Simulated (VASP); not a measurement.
Sb:

```
Sb
1.0
     3.51624    0.00000    0.00000
    -1.75812    3.04515    0.00000
     0.00000    0.00000    7.77381
Sb
3
Direct
  0.66667 0.33333 0.66314
  0.33333 0.66667 0.33686
  0.00000 0.00000 0.00000
```

| Item | Value |
| --- | --- |
| Program | VASP 6.6.1 |
| Task | relaxation of cell and atoms |
| Functional | PBE |
| Potentials or basis | VASP PAW PBE potentials, release 64 (Sb) |
| Cutoff | 500 eV |
| k mesh | 18 × 18 × 6 |
| Occupations | gaussian, width 0.1 eV |
| Spin | no spin polarisation |

At the start: pressure -0.3 GPa; volume 27.75 Å³/atom.

Task: Where does the relaxation end?

Result: Over 37 steps the energy falls by 263.8 meV/atom and the volume is 30.03 Å³/atom (+8.2 %); space group R-3m (No. 166, to 0.1 Å) before, Pm-3m (No. 221, to 0.1 Å).

The path:
| step | energy change (eV) | largest force (eV/Å) | pressure (GPa) | volume (Å³) |
| --- | --- | --- | --- | --- |
| 1 | 0.0000 | 0.0481 | -0.30 | 83.24 |
| 2 | -0.0021 | 0.0449 | 0.21 | 82.61 |
| 3 | -0.0023 | 0.0437 | 0.39 | 82.39 |
| 4 | -0.0042 | 0.0355 | 0.36 | 82.53 |
| 5 | -0.0123 | 0.0191 | 0.28 | 82.91 |
| 6 | -0.0469 | 0.0005 | 0.14 | 83.62 |
| 7 | -0.1423 | 0.0223 | 0.24 | 84.78 |
| 8 | -0.4010 | 0.3272 | 1.73 | 86.00 |
| 9 | -0.4475 | 1.3585 | 6.08 | 83.37 |
| 10 | -0.4829 | 1.3449 | 5.75 | 83.79 |
| 11 | -0.5966 | 0.8790 | 3.54 | 85.68 |
| 12 | -0.5340 | 1.2621 | 5.29 | 84.24 |
| 13 | -0.5887 | 1.1313 | 4.51 | 84.98 |
| 14 | -0.5631 | 1.2067 | 4.93 | 84.60 |
| 15 | -0.5633 | 1.2072 | 4.91 | 84.62 |
| 16 | -0.5638 | 1.2084 | 4.86 | 84.69 |
| 17 | -0.5647 | 1.2103 | 4.75 | 84.82 |
| 18 | -0.5658 | 1.2127 | 4.54 | 85.08 |
| 19 | -0.5658 | 1.2106 | 4.11 | 85.58 |
| 20 | -0.5677 | 1.2063 | 4.09 | 85.61 |
| 21 | -0.5733 | 1.1942 | 4.01 | 85.68 |
| 22 | -0.5843 | 1.1696 | 3.87 | 85.83 |
| 23 | -0.6053 | 1.1187 | 3.58 | 86.12 |
| 24 | -0.6435 | 1.0111 | 3.02 | 86.70 |
| 25 | -0.7014 | 0.7890 | 1.94 | 87.80 |
| 26 | -0.7316 | 0.3306 | 0.13 | 89.84 |
| 27 | -0.7348 | 0.4365 | 0.54 | 89.35 |
| 28 | -0.7412 | 0.4272 | 0.47 | 89.46 |
| 29 | -0.7576 | 0.3980 | 0.27 | 89.78 |
| 30 | -0.7767 | 0.3312 | -0.08 | 90.35 |
| 31 | -0.7790 | 0.2950 | -0.23 | 90.59 |
| 32 | -0.7838 | 0.2369 | -0.06 | 90.27 |
| 33 | -0.7898 | 0.0697 | 0.43 | 89.42 |
| 34 | -0.7913 | 0.0138 | -0.06 | 90.20 |
| 35 | -0.7913 | 0.0139 | -0.06 | 90.20 |
| 36 | -0.7914 | 0.0039 | -0.03 | 90.15 |
| 37 | -0.7915 | 0.0062 | 0.00 | 90.10 |

Final structure:
```cif
data_structure
_symmetry_space_group_name_H-M 'P 1'
_symmetry_Int_Tables_number 1
_cell_length_a 4.3926
_cell_length_b 4.3926
_cell_length_c 5.3919
_cell_angle_alpha 90.000
_cell_angle_beta 90.000
_cell_angle_gamma 120.000
_cell_volume 90.10
loop_
_atom_site_label
_atom_site_type_symbol
_atom_site_fract_x
_atom_site_fract_y
_atom_site_fract_z
_atom_site_occupancy
Sb1 Sb 0.66667 0.33333 0.66652 1
Sb2 Sb 0.33333 0.66667 0.33348 1
Sb3 Sb 0.00000 0.00000 0.00000 1
```

Caveat: a cell axis changed by over 15 % at a fixed basis, so the end point is rough; an odd number of electrons without spin polarisation forces a metal; a magnetic or distorted state may lie lower.
